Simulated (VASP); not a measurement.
# Te (P6/mmm) in VASP: a series of runs

Runs on Te. Level: r2SCAN. Tasks: single point, relaxation of cell and atoms.

All numbers are computed with VASP 6.6.1; they aren't measurements. Logs are shortened: lines on timing, memory, paths and dates and some standing lists are left out, and cuts for length are marked.

## (1) The cell of the first run

The structure is hexagonal, space group P6/mmm (No. 191). Conventional cell: a = 5.624 Å, b = 5.624 Å, c = 3.166 Å, α = 90.00°, β = 90.00°, γ = 120.00°. Te (site symmetry 6/mmm) has 14 Te at 3.17 to 3.61 Å within 4.2 Å. Within 4.2 Å of Te (site symmetry -6m2) lie 11 Te at 3.17 to 3.61 Å.

This isn't the form of Te at room conditions, which is trigonal, of chains.

## (2) Single point, r2SCAN

POSCAR

```
Te
1.0
    5.6243226610      0.0000000000      0.0000000000
   -2.8121613305      4.8708063035      0.0000000000
    0.0000000000      0.0000000000      3.1664262252
Te
3
Direct
    0.0000000000      0.0000000000      0.0000000000
    0.3333333333      0.6666666667      0.5000000000
    0.6666666667      0.3333333333      0.5000000000
```

INCAR.step1

```
PREC = Accurate
ENCUT = 520
ISMEAR = 0
SIGMA = 0.1
LREAL = False
LASPH = True
NELM = 60
NBANDS = 16
GGA = PE
ALGO = Normal
EDIFF = 1E-4
LWAVE = True
LCHARG = False
```

INCAR.step2

```
PREC = Accurate
ENCUT = 520
EDIFF = 1E-6
ISMEAR = 0
SIGMA = 0.1
LREAL = False
LASPH = True
NELM = 60
ALGO = Normal
ISIF = 2
LWAVE = False
LCHARG = False
METAGGA = R2SCAN
LMIXTAU = True
NBANDS = 16
ISTART = 1
```

KPOINTS

```
Automatic mesh
0
Gamma
  3 3 6
```

Potentials or basis: VASP PAW PBE potentials, release 64 (Te).

Command:

```sh
$ cat potpaw_PBE.64/Te/POTCAR > POTCAR
$ cp INCAR.step1 INCAR
$ mpirun -np 1 vasp_std > vasp.out
$ cp INCAR.step2 INCAR
$ mpirun -np 1 vasp_std > vasp.out
```

OUTCAR:

```text
PREC = Accurate
   ENCUT = 520
   EDIFF = 1E-6
   ISMEAR = 0
   LREAL = False
   LASPH = True
   NELM = 60
   ISIF = 2
   METAGGA = R2SCAN
   ISTART = 1

 ion  position               nearest neighbor table
   1  0.000  0.000  0.000-   2 3.61   3 3.61   2 3.61   3 3.61   2 3.61   2 3.61   3 3.61   3 3.61
                             3 3.61   3 3.61   2 3.61   2 3.61
   2  0.333  0.667  0.500-   3 3.25   3 3.25   3 3.25   1 3.61   1 3.61   1 3.61   1 3.61   1 3.61
                             1 3.61
   3  0.667  0.333  0.500-   2 3.25   2 3.25   2 3.25   1 3.61   1 3.61   1 3.61   1 3.61   1 3.61
                             1 3.61

  LATTYP: Found a hexagonal cell.
 ALAT       =     5.6243226610
 C/A-ratio  =     0.5629880105

  Lattice vectors:

 A1 = (   5.6243226610,   0.0000000000,   0.0000000000)
 A2 = (  -2.8121613305,   4.8708063035,   0.0000000000)
 A3 = (   0.0000000000,   0.0000000000,   3.1664262252)

Analysis of symmetry for initial positions (statically):
=====================================================================
 Subroutine PRICEL returns:
 Original cell was already a primitive cell.

 Routine SETGRP: Setting up the symmetry group for a
 hexagonal supercell.

 Subroutine GETGRP returns: Found 24 space group operations
 (whereof 24 operations were pure point group operations)
 out of a pool of 24 trial point group operations.

The static configuration has the point symmetry D_6h.

Analysis of symmetry for dynamics (positions and initial velocities):
=====================================================================
 Subroutine PRICEL returns:
 Original cell was already a primitive cell.

 Routine SETGRP: Setting up the symmetry group for a
 hexagonal supercell.

 Subroutine GETGRP returns: Found 24 space group operations
 (whereof 24 operations were pure point group operations)
 out of a pool of 24 trial point group operations.

The dynamic configuration has the point symmetry D_6h.

 Subroutine INISYM returns: Found 24 space group operations
 (whereof 24 operations are pure point group operations),
 and found     1 'primitive' translations

----------------------------------------------------------------------------------------

                                     Primitive cell

  volume of cell :      86.7442

  direct lattice vectors                    reciprocal lattice vectors
     5.624322661  0.000000000  0.000000000     0.177799188  0.102652409  0.000000000
    -2.812161330  4.870806304  0.000000000     0.000000000  0.205304818  0.000000000
     0.000000000  0.000000000  3.166426225     0.000000000  0.000000000  0.315813453

  length of vectors
     5.624322661  5.624322661  3.166426225     0.205304818  0.205304818  0.315813453

  position of ions in fractional coordinates (direct lattice)
     0.000000000  0.000000000  0.000000000
     0.333333333  0.666666667  0.500000000
     0.666666667  0.333333333  0.500000000

  ion indices of the primitive-cell ions
   primitive index   ion index
                 1           1
                 2           2
                 3           3

----------------------------------------------------------------------------------------

 KPOINTS: Automatic mesh

Automatic generation of k-mesh.
 Grid dimensions read from file:
 generate k-points for:    3    3    6

 Generating k-lattice:

  Cartesian coordinates                     Fractional coordinates (reciprocal lattice)
     0.059266396  0.034217470  0.000000000     0.333333333  0.000000000  0.000000000
     0.000000000  0.068434939  0.000000000     0.000000000  0.333333333  0.000000000
     0.000000000  0.000000000  0.052635576     0.000000000  0.000000000  0.166666667

  Length of vectors
     0.068434939  0.068434939  0.052635576

  Shift w.r.t. Gamma in fractional coordinates (k-lattice)
     0.000000000  0.000000000  0.000000000

 Subroutine IBZKPT returns following result:
 ===========================================

 Found     12 irreducible k-points:

 Following reciprocal coordinates:
            Coordinates               Weight
  0.000000  0.000000  0.000000      1.000000
  0.333333  0.000000  0.000000      6.000000
  0.333333  0.333333  0.000000      2.000000
  0.000000  0.000000  0.166667      2.000000
  0.333333  0.000000  0.166667     12.000000
  0.333333  0.333333  0.166667      4.000000
  0.000000  0.000000  0.333333      2.000000
  0.333333  0.000000  0.333333     12.000000
  0.333333  0.333333  0.333333      4.000000
  0.000000  0.000000  0.500000      1.000000
  0.333333  0.000000  0.500000      6.000000
  0.333333  0.333333  0.500000      2.000000
   k-points           NKPTS =     12   k-points in BZ     NKDIM =     12   number of bands    NBANDS=     16
   number of dos      NEDOS =    301   number of ions     NIONS =      3
   total plane-waves  NPLWV =  42336
   dimension x,y,z NGX =    42 NGY =   42 NGZ =   24
   dimension x,y,z NGXF=    84 NGYF=   84 NGZF=   48
   ions per type =               3
   NGX,Y,Z   is equivalent  to a cutoff of  12.41, 12.41, 12.60 a.u.
   NGXF,Y,Z  is equivalent  to a cutoff of  24.83, 24.83, 25.20 a.u.
 SYSTEM =  unknown system
   PREC   = accura    normal or accurate (medium, high low for compatibility)
   ISTART =      1    job   : 0-new  1-cont  2-samecut
   ICHARG =      0    charge: 1-file 2-atom 10-const
   ISPIN  =      1    spin polarized calculation?
   LNONCOLLINEAR =      F non collinear calculations
   LSORBIT =      F    spin-orbit coupling
   LASPH  =      T    aspherical Exc in radial PAW
   ENCUT  =  520.0 eV  38.22 Ry    6.18 a.u.  10.46 10.46  5.89*2*pi/ulx,y,z
   NELM   =     60;   NELMIN=  2; NELMDL=  0     # of ELM steps
   EDIFF  = 0.1E-05   stopping-criterion for ELM
   LREAL  =      F    real-space projection
   EDIFFG = 0.1E-04   stopping-criterion for IOM
   NSW    =      0    number of steps for IOM
   IBRION =     -1    ionic relax: 0-MD 1-quasi-New 2-CG
   NFREE  =      0    steps in history (QN), initial steepest desc. (CG)
   ISIF   =      2    stress and relaxation
   ISYM   =      2    0-nonsym 1-usesym 2-fastsym
   POTIM  = 0.5000    time-step for ionic-motion
   TEBEG  =    0.0;   TEEND  =   0.0 temperature during run
   PSTRESS=    0.0 pullay stress
   NELECT =      18.0000    total number of electrons
   NUPDOWN=      -1.0000    fix difference up-down
   EMIN   =  10.00;   EMAX   =-10.00  energy-range for DOS
   EFERMI =   0.00;   METHOD = LEGACY
   ISMEAR =     0;   SIGMA  =   0.10  broadening in eV -4-tet -1-fermi 0-gaus
   EFERMI_NEDOS =   21; number of points for ismear=-14 and -15
   IALGO  =     38    algorithm
   IMIX   =      4    mixing-type and parameters
     AMIX     =   0.40;   BMIX     =  1.00
     AMIX_MAG =   1.60;   BMIX_MAG =  1.00
  volume/ion in A,a.u.               =      28.91       195.13
  Fermi-wavevector in a.u.,A,eV,Ry     =   0.969212  1.831545 12.780934  0.939372
  Thomas-Fermi vector in A             =   2.099246
   LORBIT       =      0    0 simple, 1 ext, 2 COOP (PROOUT), +10 PAW based schemes
   METAGGA = R2SCAN    functional components
   LHFCALC =     F    Hartree Fock is set to
   AEXX    =    0.0000 exact exchange contribution
   IVDW    =     0    specifies the selected vdW correction
   LEPSILON=     F    determine dielectric tensor
   LRPA    =     F    only Hartree local field effects (RPA)
 non-spin polarized calculation
 Gauss-broadening in eV      SIGMA  =   0.10
  energy-cutoff  :      520.00
  volume of cell :       86.74
 maximum number of plane-waves:      2388
 NGX is ok and might be reduce to    42
   NGX = 21   NGY = 21   NGZ = 11

 number of electron      17.9999999 magnetization

 Free energy of the ion-electron system (eV)
  ---------------------------------------------------
  ext. energy  EPLUGINS =         0.00000000
  ---------------------------------------------------
  free energy    TOTEN  =       -75.02409371 eV

  energy without entropy =      -75.01132055  energy(sigma->0) =      -75.01770713

 E-fermi :   7.5537     XC(G=0): -10.4647

 val. band max:        7.3873811588   @ k =   0.3333   0.0000   0.5000
 cond. band min:       7.5678515710   @ k =   0.3333   0.0000   0.3333
 fundamental gap:      0.1804704122
 Fermi energy:         7.5536744650

 k-point     1 :       0.0000    0.0000    0.0000
  band No.  band energies     occupation
      1      -6.8999      2.00000
      2      -3.6081      2.00000
      3      -3.5924      2.00000
      4       2.7685      2.00000
      5       2.7685      2.00000
      6       3.1984      2.00000
[... 8 lines left out ...]
     15      17.7503      0.00000
     16      17.7503      0.00000

 k-point     2 :       0.3333    0.0000    0.0000
  band No.  band energies     occupation
      1      -6.2759      2.00000
      2      -4.6404      2.00000
      3      -3.9855      2.00000
      4       1.5512      2.00000
      5       3.2837      2.00000
      6       5.6304      2.00000
[... 8 lines left out ...]
     15      16.1084      0.00000
     16      16.3083      0.00000

 k-point     3 :       0.3333    0.3333    0.0000
  band No.  band energies     occupation
      1      -5.2465      2.00000
      2      -5.2465      2.00000
      3      -4.9065      2.00000
      4       3.0862      2.00000
      5       3.5404      2.00000
      6       3.5404      2.00000
[... 8 lines left out ...]
     15      13.9215      0.00000
     16      15.7043      0.00000

 k-point     4 :       0.0000    0.0000    0.1667
  band No.  band energies     occupation
      1      -6.5043      2.00000
      2      -3.2962      2.00000
      3      -3.2366      2.00000
      4       3.1031      2.00000
      5       3.1031      2.00000
      6       3.6193      2.00000
[... 8 lines left out ...]
     15      16.8389      0.00000
     16      16.8392      0.00000
[... 96 lines left out ...]
 k-point    10 :       0.0000    0.0000    0.5000
  band No.  band energies     occupation
      1      -4.3488      2.00000
      2      -2.8616      2.00000
      3      -1.4731      2.00000
      4       2.3390      2.00000
      5       3.1804      2.00000
      6       3.7225      2.00000
[... 8 lines left out ...]
     15      16.0130      0.00000
     16      16.0130      0.00000

 k-point    11 :       0.3333    0.0000    0.5000
  band No.  band energies     occupation
      1      -3.8694      2.00000
      2      -2.6886      2.00000
      3      -2.3191      2.00000
      4       1.8287      2.00000
      5       2.3771      2.00000
      6       3.1290      2.00000
[... 8 lines left out ...]
     15      13.9463      0.00000
     16      14.3400      0.00000

 k-point    12 :       0.3333    0.3333    0.5000
  band No.  band energies     occupation
      1      -3.1533      2.00000
      2      -3.1533      2.00000
      3      -2.5952      2.00000
      4       1.6134      2.00000
      5       2.1172      2.00000
      6       2.1172      2.00000
[... 8 lines left out ...]
     15      15.2239      0.00000
     16      15.6752      0.00000

------------------------ aborting loop because EDIFF is reached ----------------------------------------

  FORCE on cell =-STRESS in cart. coord.  units (eV):
  Direction    XX          YY          ZZ          XY          YZ          ZX
  --------------------------------------------------------------------------------------
  -------------------------------------------------------------------------------------
  Total       -0.0614459     -0.0614459     -0.0600651      0.0000000      0.0000000      0.0000000
  in kB       -1.1349140     -1.1349140     -1.1094115      0.0000000      0.0000000      0.0000000
  external PRESSURE =      -1.1264131 kB  Pullay stress =       0.0000000 kB

 VOLUME and BASIS-vectors are now :
 -----------------------------------------------------------------------------
  energy-cutoff  :      520.00
  volume of cell :       86.74
      direct lattice vectors                 reciprocal lattice vectors
     5.624322661  0.000000000  0.000000000     0.177799188  0.102652409  0.000000000
    -2.812161330  4.870806304  0.000000000     0.000000000  0.205304818  0.000000000
     0.000000000  0.000000000  3.166426225     0.000000000  0.000000000  0.315813453

 POSITION                                       TOTAL-FORCE (eV/Angst)
 -----------------------------------------------------------------------------------
      0.00000      0.00000      0.00000         0.000000      0.000000      0.000000
     -0.00000      3.24720      1.58321         0.000000      0.000000      0.000000
      2.81216      1.62360      1.58321        -0.000000     -0.000000      0.000000
 -----------------------------------------------------------------------------------
    total drift:                               -0.000000      0.000000     -0.000000

  FREE ENERGIE OF THE ION-ELECTRON SYSTEM (eV)
  ---------------------------------------------------
  free  energy   TOTEN  =       -75.0240937097 eV

  energy  without entropy=      -75.0113205501  energy(sigma->0) =      -75.01770713
```

It took 34 s on 1 thread of Intel Xeon 6975P-C (Granite Rapids), shared host; peak memory 0.2 GiB.

What came out:

```yaml
Free_energy: -75.0241 eV
Pressure: -0.1 GPa
Band_gap_on_the_k_mesh: zero (bands 9 and 10 overlap by 4.69 eV)
```

Caveat: the k points lie up to 0.43 Å⁻¹ apart, too coarse for converged energies and pressures of a metal; the PAW data sets were made with another functional, which shifts forces and pressure a little; spin-orbit coupling is left out, which moves the levels of the heavy elements.

## (3) Single point, r2SCAN

This run uses another cell than the first one, of 29.26 Å³/atom.

POSCAR

```
Te
1.0
    5.7576699577      0.0000000000      0.0000000000
   -2.8788349789      4.9862884500      0.0000000000
    0.0000000000      0.0000000000      3.0575735078
Te
3
Direct
    0.0000000000      0.0000000000      0.0000000000
    0.3333333333      0.6666666667      0.5000000000
    0.6666666667      0.3333333333      0.5000000000
```

INCAR.step1

```
PREC     = Accurate       # precision mode
ENCUT    = 520            # plane-wave cutoff, eV
ISMEAR   = 0              # smearing method
SIGMA    = 0.1            # smearing width, eV
LREAL    = False          # projectors in reciprocal space
LASPH    = True           # aspherical terms in the spheres
NELM     = 100            # most SCF steps
NBANDS   = 16             # bands
GGA      = PE             # functional
ALGO     = Normal         # electronic algorithm
EDIFF    = 1E-4           # SCF threshold, eV
LWAVE    = True           # write WAVECAR
LCHARG   = False          # write CHGCAR
```

INCAR.step2

```
PREC     = Accurate       # precision mode
ENCUT    = 520            # plane-wave cutoff, eV
EDIFF    = 1E-6           # SCF threshold, eV
ISMEAR   = 0              # smearing method
SIGMA    = 0.1            # smearing width, eV
LREAL    = False          # projectors in reciprocal space
LASPH    = True           # aspherical terms in the spheres
NELM     = 100            # most SCF steps
ALGO     = Normal         # electronic algorithm
ISIF     = 2              # what is computed and relaxed
LWAVE    = False          # write WAVECAR
LCHARG   = False          # write CHGCAR
METAGGA  = R2SCAN         # meta-GGA
LMIXTAU  = True         
NBANDS   = 16             # bands
ISTART   = 1
```

KPOINTS

```
regular mesh
0
Gamma
  6 6 6
```

Potentials or basis: VASP PAW PBE potentials, release 64 (Te).

Command:

```sh
$ cat potpaw_PBE.64/Te/POTCAR > POTCAR
$ cp INCAR.step1 INCAR
$ mpirun -np 1 vasp_std > vasp.out
$ cp INCAR.step2 INCAR
$ mpirun -np 1 vasp_std > vasp.out
```

Run time: 61 s. Hardware: 1 thread of Intel Xeon 6975P-C (Granite Rapids), shared host; peak memory 0.24 GiB.

The run converged. Its results:

| Quantity | Value |
| --- | --- |
| Free energy | -74.9660 eV |
| Pressure | -0.1 GPa |
| Band gap on the k mesh | zero (bands 9 and 10 overlap by 4.26 eV) |

Stress tensor (GPa, compression positive):
```
-0.13  0.00  0.00
 0.00 -0.13  0.00
 0.00  0.00  0.00
```

Levels at points of the mesh, in eV from the Fermi level:
| k point | band 7 | band 8 | band 9 | band 10 | band 11 | band 12 |
| --- | --- | --- | --- | --- | --- | --- |
| (0.00, 0.00, 0.00) | -4.37 | 1.99 | 1.99 | 2.19 | 4.48 | 4.71 |
| (0.50, 0.00, 0.00) | -0.68 | -0.54 | -0.22 | 3.21 | 3.39 | 4.27 |
| (0.00, 0.00, 0.50) | -2.69 | -2.69 | -1.02 | -1.02 | -0.05 | -0.05 |
| (0.50, 0.00, 0.50) | -3.22 | -1.29 | -0.74 | 0.25 | 0.55 | 1.57 |

Caveat: the PAW data sets were made with another functional, which shifts forces and pressure a little; spin-orbit coupling is left out, which moves the levels of the heavy elements.

## (4) Single point, r2SCAN

This run uses another cell than the first one, of 38.76 Å³/atom.

POSCAR

```
Te
1.0
    6.0276758831      0.0000000000      0.0000000000
   -3.0138379415      5.2201204405      0.0000000000
    0.0000000000      0.0000000000      3.6952273892
Te
3
Direct
    0.0000000000      0.0000000000      0.0000000000
    0.3333333333      0.6666666667      0.5000000000
    0.6666666667      0.3333333333      0.5000000000
```

INCAR.step1

```
SYSTEM = Te
ALGO = Normal
EDIFF = 1E-4
ENCUT = 520
GGA = PE
ISMEAR = 0
LASPH = .TRUE.
LCHARG = .FALSE.
LREAL = .FALSE.
LWAVE = .TRUE.
NBANDS = 16
NELM = 100
PREC = Accurate
SIGMA = 0.1
```

INCAR.step2

```
SYSTEM = Te
ALGO = Normal
EDIFF = 1E-6
ENCUT = 520
ISIF = 2
ISMEAR = 0
ISTART = 1
LASPH = .TRUE.
LCHARG = .FALSE.
LMIXTAU = .TRUE.
LREAL = .FALSE.
LWAVE = .FALSE.
METAGGA = R2SCAN
NBANDS = 16
NELM = 100
PREC = Accurate
SIGMA = 0.1
```

KPOINTS

```
k-points
0
G
  6 6 6
  0 0 0
```

Command:

```sh
$ cat potpaw_PBE.64/Te/POTCAR > POTCAR
$ cp INCAR.step1 INCAR
$ mpirun -np 1 vasp_std > vasp.out
$ cp INCAR.step2 INCAR
$ mpirun -np 1 vasp_std > vasp.out
```

Run time: 88 s. Hardware: 1 thread of Intel Xeon 6975P-C (Granite Rapids), shared host; peak memory 0.26 GiB.

The run converged. Its results:

* Free energy: -73.9010 eV
* Pressure: -7.8 GPa
* Band gap on the k mesh: zero (bands 9 and 10 overlap by 2.98 eV)

Stress tensor (GPa, compression positive):
```
-7.58  0.00  0.00
 0.00 -7.58  0.00
 0.00  0.00 -8.09
```

Levels at points of the mesh, in eV from the Fermi level:
```csv
k point,band 7,band 8,band 9,band 10,band 11,band 12
"(0.00, 0.00, 0.00)",-2.69,-0.21,1.59,1.76,1.76,1.76
"(0.50, 0.00, 0.00)",-0.13,0.26,0.35,0.61,0.76,1.44
"(0.00, 0.00, 0.50)",-2.49,-2.15,-0.87,-0.87,-0.02,-0.02
"(0.50, 0.00, 0.50)",-2.80,-1.02,-0.57,0.11,0.30,1.09
```

Caveat: the cell stands under tension; the PAW data sets were made with another functional, which shifts forces and pressure a little; spin-orbit coupling is left out, which moves the levels of the heavy elements.

[end of part 1 of 3]

The gap in the log of VASP goes by the Fermi energy; the results here count the filled bands.